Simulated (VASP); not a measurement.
# Ta (R-3m) in VASP: further runs

Ta is run at these levels: PBE; tasks: single point.

All numbers are computed with VASP 6.6.1; they aren't measurements. Logs are shortened: lines on timing, memory, paths and dates and some standing lists are left out, and cuts for length are marked.

**1. The cell of the first run**

Symmetry: R-3m, No. 166, trigonal system. Conventional cell: a = 4.016 Å, b = 4.016 Å, c = 9.837 Å, α = 90.00°, β = 90.00°, γ = 120.00°. Within 2.7 Å of Ta (site symmetry 3m) lie 4 Ta at 2.02 to 2.64 Å.

**2. Single point, PBE (shortest bond scaled by 0.82)**

The input, INCAR:

```
SYSTEM = Ta
PREC = Accurate
ENCUT = 520
EDIFF = 1E-6
ISMEAR = -1
SIGMA = 0.05
LREAL = .FALSE.
LASPH = .TRUE.
NELM = 100
ALGO = Normal
ISIF = 2
LWAVE = .FALSE.
LCHARG = .TRUE.
GGA = PE
LELF = .TRUE.
LVHAR = .TRUE.
NBANDS = 18
```

The input, KPOINTS:

```
regular mesh
0
G
  9 9 9
  0 0 0
```

The input, POSCAR:

```
Ta
1.0
    0.0000000000      2.8397911140      2.8397911140
    2.8397911140      0.0000000000      2.8397911140
    2.8397911140      2.8397911140      0.0000000000
Ta
2
Direct
   -0.1925000000     -0.1025000000     -0.1025000000
    0.1925000000      0.1025000000      0.1025000000
```

Potentials or basis: VASP PAW PBE potentials, release 64 (Ta_pv).

Launch:

```sh
$ cat potpaw_PBE.64/Ta_pv/POTCAR > POTCAR
$ mpirun -np 1 vasp_std > vasp.out
```

OUTCAR:

```text
SYSTEM = Ta
   PREC = Accurate
   ENCUT = 520
   EDIFF = 1E-6
   ISMEAR = -1
   LREAL = .FALSE.
   LASPH = .TRUE.
   NELM = 100
   ISIF = 2
   GGA = PE

 ion  position               nearest neighbor table
   1  0.807  0.898  0.898-   2 2.02   2 2.64   2 2.64   2 2.64
   2  0.193  0.102  0.102-   1 2.02   1 2.64   1 2.64   1 2.64

  LATTYP: Found a face centered cubic cell.
 ALAT       =     5.6795822280

  Lattice vectors:

 A1 = (   0.0000000000,   2.8397911140,   2.8397911140)
 A2 = (   2.8397911140,   0.0000000000,   2.8397911140)
 A3 = (   2.8397911140,   2.8397911140,   0.0000000000)

Analysis of symmetry for initial positions (statically):
=====================================================================
 Subroutine PRICEL returns:
 Original cell was already a primitive cell.

 Routine SETGRP: Setting up the symmetry group for a
 face centered cubic supercell.

 Subroutine GETGRP returns: Found 12 space group operations
 (whereof  4 operations were pure point group operations)
 out of a pool of 48 trial point group operations.

The static configuration has the point symmetry C_2h.
 The point group associated with its full space group is D_3d.

Analysis of symmetry for dynamics (positions and initial velocities):
=====================================================================
 Subroutine PRICEL returns:
 Original cell was already a primitive cell.

 Routine SETGRP: Setting up the symmetry group for a
 face centered cubic supercell.

 Subroutine GETGRP returns: Found 12 space group operations
 (whereof  4 operations were pure point group operations)
 out of a pool of 48 trial point group operations.

The dynamic configuration has the point symmetry C_2h.
 The point group associated with its full space group is D_3d.

 Subroutine INISYM returns: Found 12 space group operations
 (whereof  4 operations are pure point group operations),
 and found     1 'primitive' translations

----------------------------------------------------------------------------------------

                                     Primitive cell

  volume of cell :      45.8025

  direct lattice vectors                    reciprocal lattice vectors
     0.000000000  2.839791114  2.839791114    -0.176069288  0.176069288  0.176069288
     2.839791114  0.000000000  2.839791114     0.176069288 -0.176069288  0.176069288
     2.839791114  2.839791114  0.000000000     0.176069288  0.176069288 -0.176069288

  length of vectors
     4.016071108  4.016071108  4.016071108     0.304960953  0.304960953  0.304960953

  position of ions in fractional coordinates (direct lattice)
     0.807500000  0.897500000  0.897500000
     0.192500000  0.102500000  0.102500000

  ion indices of the primitive-cell ions
   primitive index   ion index
                 1           1
                 2           2

----------------------------------------------------------------------------------------

 KPOINTS: regular mesh

Automatic generation of k-mesh.
 Grid dimensions read from file:
 generate k-points for:    9    9    9

 Generating k-lattice:

  Cartesian coordinates                     Fractional coordinates (reciprocal lattice)
    -0.019563254  0.019563254  0.019563254     0.111111111  0.000000000  0.000000000
     0.019563254 -0.019563254  0.019563254     0.000000000  0.111111111  0.000000000
     0.019563254  0.019563254 -0.019563254     0.000000000  0.000000000  0.111111111

  Length of vectors
     0.033884550  0.033884550  0.033884550

  Shift w.r.t. Gamma in fractional coordinates (k-lattice)
     0.000000000  0.000000000  0.000000000

 Subroutine IBZKPT returns following result:
 ===========================================

 Found     85 irreducible k-points:

 Following reciprocal coordinates:
            Coordinates               Weight
  0.000000  0.000000  0.000000      1.000000
  0.111111  0.000000  0.000000      2.000000
  0.000000  0.111111  0.000000      6.000000
  0.222222  0.000000  0.000000      2.000000
  0.000000  0.222222  0.000000      6.000000
  0.333333  0.000000  0.000000      2.000000
[... 16 lines left out ...]
 -0.333333  0.111111  0.000000      6.000000
  0.000000 -0.333333  0.111111     12.000000
 [... further k-points ...]
   k-points           NKPTS =     85   k-points in BZ     NKDIM =     85   number of bands    NBANDS=     18
   number of dos      NEDOS =    301   number of ions     NIONS =      2
   total plane-waves  NPLWV =  27000
   dimension x,y,z NGX =    30 NGY =   30 NGZ =   30
   dimension x,y,z NGXF=    60 NGYF=   60 NGZF=   60
   ions per type =               2
   NGX,Y,Z   is equivalent  to a cutoff of  12.42, 12.42, 12.42 a.u.
   NGXF,Y,Z  is equivalent  to a cutoff of  24.84, 24.84, 24.84 a.u.
 SYSTEM =  Ta
   PREC   = accura    normal or accurate (medium, high low for compatibility)
   ISTART =      0    job   : 0-new  1-cont  2-samecut
   ICHARG =      2    charge: 1-file 2-atom 10-const
   ISPIN  =      1    spin polarized calculation?
   LNONCOLLINEAR =      F non collinear calculations
   LSORBIT =      F    spin-orbit coupling
   LASPH  =      T    aspherical Exc in radial PAW
   ENCUT  =  520.0 eV  38.22 Ry    6.18 a.u.   7.47  7.47  7.47*2*pi/ulx,y,z
   NELM   =    100;   NELMIN=  2; NELMDL= -5     # of ELM steps
   EDIFF  = 0.1E-05   stopping-criterion for ELM
   LREAL  =      F    real-space projection
   EDIFFG = 0.1E-04   stopping-criterion for IOM
   NSW    =      0    number of steps for IOM
   IBRION =     -1    ionic relax: 0-MD 1-quasi-New 2-CG
   NFREE  =      0    steps in history (QN), initial steepest desc. (CG)
   ISIF   =      2    stress and relaxation
   ISYM   =      2    0-nonsym 1-usesym 2-fastsym
   POTIM  = 0.5000    time-step for ionic-motion
   TEBEG  =    0.0;   TEEND  =   0.0 temperature during run
   PSTRESS=    0.0 pullay stress
   NELECT =      22.0000    total number of electrons
   NUPDOWN=      -1.0000    fix difference up-down
   EMIN   =  10.00;   EMAX   =-10.00  energy-range for DOS
   EFERMI =   0.00;   METHOD = LEGACY
   ISMEAR =    -1;   SIGMA  =   0.05  broadening in eV -4-tet -1-fermi 0-gaus
   EFERMI_NEDOS =   21; number of points for ismear=-14 and -15
   IALGO  =     38    algorithm
   IMIX   =      4    mixing-type and parameters
     AMIX     =   0.40;   BMIX     =  1.00
     AMIX_MAG =   1.60;   BMIX_MAG =  1.00
  volume/ion in A,a.u.               =      22.90       154.55
  Fermi-wavevector in a.u.,A,eV,Ry     =   1.282092  2.422803 22.364726  1.643761
  Thomas-Fermi vector in A             =   2.414424
   LORBIT       =      0    0 simple, 1 ext, 2 COOP (PROOUT), +10 PAW based schemes
   GGA     = PE    functional components
   LHFCALC =     F    Hartree Fock is set to
   AEXX    =    0.0000 exact exchange contribution
   IVDW    =     0    specifies the selected vdW correction
   LEPSILON=     F    determine dielectric tensor
   LRPA    =     F    only Hartree local field effects (RPA)
 non-spin polarized calculation
  energy-cutoff  :      520.00
  volume of cell :       45.80
 maximum number of plane-waves:      1258
 NGX is ok and might be reduce to    30
   NGX = 15   NGY = 15   NGZ = 15

 number of electron      22.0000001 magnetization

 Free energy of the ion-electron system (eV)
  ---------------------------------------------------
  ext. energy  EPLUGINS =         0.00000000
  ---------------------------------------------------
  free energy    TOTEN  =       -16.10860275 eV

  energy without entropy =      -16.08581220  energy(sigma->0) =      -16.09720747

 E-fermi :   3.4565     XC(G=0): -10.9777

 val. band max:        3.4360897266   @ k =   0.1111   0.4444   0.3333
 cond. band min:       3.4604244667   @ k =   0.1111   0.0000  -0.3333
 fundamental gap:      0.0243347402
 Fermi energy:         3.4564760086

 k-point     1 :       0.0000    0.0000    0.0000
  band No.  band energies     occupation
      1     -33.5050      2.00000
      2     -30.4376      2.00000
      3     -30.4376      2.00000
      4     -30.2924      2.00000
      5     -30.2924      2.00000
      6     -27.9440      2.00000
[... 10 lines left out ...]
     17       9.8214      0.00000
     18      12.9122      0.00000

 k-point     2 :       0.1111    0.0000    0.0000
  band No.  band energies     occupation
      1     -33.4697      2.00000
      2     -30.6408      2.00000
      3     -30.6408      2.00000
      4     -30.0805      2.00000
      5     -30.0805      2.00000
      6     -27.9855      2.00000
[... 10 lines left out ...]
     17      10.2703      0.00000
     18      12.8275      0.00000

 k-point     3 :       0.0000    0.1111    0.0000
  band No.  band energies     occupation
      1     -33.4964      2.00000
      2     -30.5968      2.00000
      3     -30.4346      2.00000
      4     -30.2974      2.00000
      5     -30.1356      2.00000
      6     -27.9497      2.00000
[... 10 lines left out ...]
     17       9.7636      0.00000
     18      12.9888      0.00000

 k-point     4 :       0.2222    0.0000    0.0000
  band No.  band energies     occupation
      1     -33.3783      2.00000
      2     -30.8637      2.00000
      3     -30.8637      2.00000
      4     -29.8355      2.00000
      5     -29.8355      2.00000
      6     -28.0919      2.00000
[... 10 lines left out ...]
     17      11.1103      0.00000
     18      13.2067      0.00000

 k-point     5 :       0.0000    0.2222    0.0000
  band No.  band energies     occupation
      1     -33.4736      2.00000
      2     -30.7956      2.00000
      3     -30.4255      2.00000
      4     -30.3113      2.00000
      5     -29.9413      2.00000
      6     -27.9663      2.00000
[... 10 lines left out ...]
     17       9.5111      0.00000
     18      12.6874      0.00000

 k-point     6 :       0.3333    0.0000    0.0000
  band No.  band energies     occupation
      1     -33.2703      2.00000
      2     -31.0273      2.00000
      3     -31.0273      2.00000
      4     -29.6467      2.00000
      5     -29.6467      2.00000
      6     -28.2160      2.00000
[... 10 lines left out ...]
     17      11.7872      0.00000
     18      11.7986      0.00000

 k-point     7 :       0.0000    0.3333    0.0000
  band No.  band energies     occupation
      1     -33.4463      2.00000
      2     -30.9563      2.00000
      3     -30.4105      2.00000
      4     -30.3318      2.00000
      5     -29.7824      2.00000
      6     -27.9893      2.00000
[... 10 lines left out ...]
     17       9.1308      0.00000
     18      12.0656      0.00000

 k-point     8 :       0.4444    0.0000    0.0000
  band No.  band energies     occupation
      1     -33.1972      2.00000
      2     -31.1133      2.00000
      3     -31.1133      2.00000
      4     -29.5442      2.00000
      5     -29.5442      2.00000
      6     -28.2989      2.00000
[... 10 lines left out ...]
     17      12.0028      0.00000
     18      12.0028      0.00000
[... 229 lines left out ...]
     17       8.2178      0.00000
     18      11.7911      0.00000

 k-point    20 :      -0.4444    0.1111    0.0000
  band No.  band energies     occupation
      1     -33.2023      2.00000
      2     -31.1193      2.00000
      3     -31.1035      2.00000
      4     -29.5680      2.00000
      5     -29.5391      2.00000
      6     -28.2836      2.00000
[... 10 lines left out ...]
     17      11.7589      0.00000
     18      11.8494      0.00000

 k-point    21 :       0.0000   -0.4444    0.1111
  band No.  band energies     occupation
      1     -33.4185      2.00000
      2     -31.0559      2.00000
      3     -30.5217      2.00000
      4     -30.2280      2.00000
      5     -29.6802      2.00000
      6     -28.0125      2.00000
[... 10 lines left out ...]
     17       8.5227      0.00000
     18      11.0055      0.00000

 k-point    22 :       0.1111    0.0000   -0.4444
  band No.  band energies     occupation
      1     -33.4061      2.00000
      2     -31.0408      2.00000
      3     -30.6558      2.00000
      4     -30.0804      2.00000
      5     -29.7009      2.00000
      6     -28.0264      2.00000
[... 10 lines left out ...]
     17       9.0273      0.00000
     18      10.7988      0.00000

 k-point    23 :      -0.3333    0.1111    0.0000
  band No.  band energies     occupation
      1     -33.2503      2.00000
      2     -31.0907      2.00000
      3     -31.0224      2.00000
      4     -29.6544      2.00000
      5     -29.5821      2.00000
      6     -28.2315      2.00000
[... 10 lines left out ...]
     17      11.7240      0.00000
     18      11.7991      0.00000

 k-point    24 :       0.0000   -0.3333    0.1111
  band No.  band energies     occupation
      1     -33.4403      2.00000
      2     -30.9626      2.00000
      3     -30.5519      2.00000
      4     -30.1949      2.00000
      5     -29.7828      2.00000
      6     -27.9873      2.00000
[... 10 lines left out ...]
     17       8.6499      0.00000
     18      12.0395      0.00000

 [... further k-points ...]

------------------------ aborting loop because EDIFF is reached ----------------------------------------

  FORCE on cell =-STRESS in cart. coord.  units (eV):
  Direction    XX          YY          ZZ          XY          YZ          ZX
  --------------------------------------------------------------------------------------
  -------------------------------------------------------------------------------------
  Total        9.2026809      9.2026809      9.2026809     -9.1259138      9.1259138     -9.1259138
  in kB      321.9109607    321.9109607    321.9109607   -319.2256370    319.2256370   -319.2256370
  external PRESSURE =     321.9109607 kB  Pullay stress =       0.0000000 kB

 VOLUME and BASIS-vectors are now :
 -----------------------------------------------------------------------------
  energy-cutoff  :      520.00
  volume of cell :       45.80
      direct lattice vectors                 reciprocal lattice vectors
     0.000000000  2.839791114  2.839791114    -0.176069288  0.176069288  0.176069288
     2.839791114  0.000000000  2.839791114     0.176069288 -0.176069288  0.176069288
     2.839791114  2.839791114  0.000000000     0.176069288  0.176069288 -0.176069288

 POSITION                                       TOTAL-FORCE (eV/Angst)
 -----------------------------------------------------------------------------------
      5.09743      4.84184      4.84184        -5.188922      5.188922      5.188922
      0.58216      0.83774      0.83774         5.188922     -5.188922     -5.188922
 -----------------------------------------------------------------------------------
    total drift:                                0.000000     -0.000000      0.000000

  FREE ENERGIE OF THE ION-ELECTRON SYSTEM (eV)
  ---------------------------------------------------
  free  energy   TOTEN  =       -16.1086027457 eV

  energy  without entropy=      -16.0858121954  energy(sigma->0) =      -16.09720747
```

Run time: 38 s. Hardware: 1 thread of Intel Xeon Platinum 8488C (Sapphire Rapids), shared host; peak memory 0.2 GiB.

Results:

```
Free energy            : -16.1086 eV
Pressure               : 32.2 GPa
Largest force          : 8.987 eV/Å
Band gap on the k mesh : zero (bands 11 and 12 overlap by 1.80 eV)
```

Forces in eV/Å, atoms in the order of the input:
```
Ta  -5.189  5.189  5.189
Ta   5.189 -5.189 -5.189
```

Stress tensor (GPa, compression positive):
```
 32.19 -31.92 -31.92
-31.92  32.19  31.92
-31.92  31.92  32.19
```

Levels at points of the mesh, in eV from the Fermi level:
```csv
k point,band 7,band 8,band 9,band 10,band 11,band 12,band 13,band 14,band 15,band 16
"(0.00, 0.00, 0.00)",-6.25,-1.84,-1.84,-0.90,-0.90,0.98,1.95,2.55,2.55,6.36
```

Caveat: the cell differs from its parent crystal (shortest bond scaled by 0.82); atoms lie so close that the PAW spheres overlap strongly, which falsifies energies and pressures; the cell stands under pressure; spin-orbit coupling is left out, which moves the levels of the heavy elements; forces of over 1 eV/Å act on the atoms, so gaps and moduli don't describe the material at rest.

**3. Single point, PBE (shortest bond scaled by 0.64)**

The input, INCAR:

```
PREC     = Accurate       # precision mode
ENCUT    = 520            # plane-wave cutoff, eV
EDIFF    = 1E-6           # SCF threshold, eV
ISMEAR   = -1             # smearing method
SIGMA    = 0.05           # smearing width, eV
LREAL    = False          # projectors in reciprocal space
LASPH    = True           # aspherical terms in the spheres
NELM     = 60             # most SCF steps
ALGO     = Normal         # electronic algorithm
ISIF     = 2              # what is computed and relaxed
LWAVE    = False          # write WAVECAR
LCHARG   = True           # write CHGCAR
GGA      = PE             # functional
LELF     = True           # ELF
LVHAR    = True         
NBANDS   = 18             # bands
```

The input, KPOINTS:

```
regular mesh
0
Gamma
  9 9 9
```

The input, POSCAR:

```
Ta
1.0
    0.0000000000      2.8397911140      2.8397911140
    2.8397911140      0.0000000000      2.8397911140
    2.8397911140      2.8397911140      0.0000000000
Ta
2
Direct
   -0.2600000000     -0.0800000000     -0.0800000000
    0.2600000000      0.0800000000      0.0800000000
```

Potentials or basis: VASP PAW PBE potentials, release 64 (Ta_pv).

Launch:

```sh
$ cat potpaw_PBE.64/Ta_pv/POTCAR > POTCAR
$ mpirun -np 1 vasp_std > vasp.out
```

It took 40 s on 1 thread of Intel Xeon Platinum 8488C (Sapphire Rapids), shared host; peak memory 0.2 GiB.

Results (log left out):

| Quantity | Value |
| --- | --- |
| Free energy | -0.1210 eV |
| Pressure | 168.6 GPa |
| Largest force | 90.797 eV/Å |
| Band gap on the k mesh | zero (bands 11 and 12 overlap by 1.94 eV) |

Forces in eV/Å, atoms in the order of the input:
```
Ta  -52.422  52.422  52.422
Ta   52.422 -52.422 -52.422
```

Stress tensor (GPa, compression positive):
```
 168.57 -171.56 -171.56
-171.56  168.57  171.56
-171.56  171.56  168.57
```

Levels at points of the mesh, in eV from the Fermi level:
| k point | band 7 | band 8 | band 9 | band 10 | band 11 | band 12 | band 13 | band 14 | band 15 | band 16 |
| --- | --- | --- | --- | --- | --- | --- | --- | --- | --- | --- |
| (0.00, 0.00, 0.00) | -5.77 | -1.92 | -1.92 | -1.20 | -1.20 | 1.67 | 3.47 | 3.81 | 3.81 | 6.97 |

Caveat: the cell differs from its parent crystal (shortest bond scaled by 0.64); atoms lie so close that the PAW spheres overlap strongly, which falsifies energies and pressures; the cell stands under pressure; spin-orbit coupling is left out, which moves the levels of the heavy elements; forces of over 1 eV/Å act on the atoms, so gaps and moduli don't describe the material at rest.
